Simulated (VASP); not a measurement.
A run of VASP 6.6.1:

INCAR

```
ALGO = Normal ; EDIFF = 1E-8
ENCUT = 520 ; GGA = PE
ISIF = 2 ; ISMEAR = -1
LASPH = T ; LCHARG = F
LEFG = T ; LREAL = F
LWAVE = F ; NBANDS = 44
NELM = 80 ; PREC = Accurate
SIGMA = 0.02
```

Contents of KPOINTS:

```
k-points
0
Gamma
  5 5 4
```

The input POSCAR:

```
SiO2
1.0
    4.9080000000      0.0000000000      0.0000000000
    0.0000000000      4.9080000000      0.0000000000
    0.0000000000      0.0000000000      6.7840000000
Si O
4 8
Direct
    0.3083000000      0.3083000000      0.0000000000
    0.1917000000      0.8083000000      0.2500000000
    0.6917000000      0.6917000000      0.5000000000
    0.8083000000      0.1917000000      0.7500000000
    0.2387000000      0.1161000000      0.1865000000
    0.3839000000      0.7387000000      0.4365000000
    0.7613000000      0.8839000000      0.6865000000
    0.6161000000      0.2613000000      0.9365000000
    0.7387000000      0.3839000000      0.5635000000
    0.8839000000      0.7613000000      0.3135000000
    0.2613000000      0.6161000000      0.0635000000
    0.1161000000      0.2387000000      0.8135000000
```

Potentials or basis: VASP PAW PBE potentials, release 64 (Si, O).

Launch:

```bash
$ cat potpaw_PBE.64/Si/POTCAR potpaw_PBE.64/O/POTCAR > POTCAR
$ mpirun -np 1 vasp_std > vasp.out
```

Hardware: 1 thread of Intel(R) Xeon(R) Platinum 8175M CPU @ 2.50GHz (Skylake/Cascade Lake), with other jobs on the host.

Question: How long does it take, and how much memory?

Answer: Run time: 2.3 min on 1 thread of Intel(R) Xeon(R) Platinum 8175M CPU @ 2.50GHz (Skylake/Cascade Lake) (shared host), peak memory 0.31 GiB. Counts: scf iterations 17, k points 18.
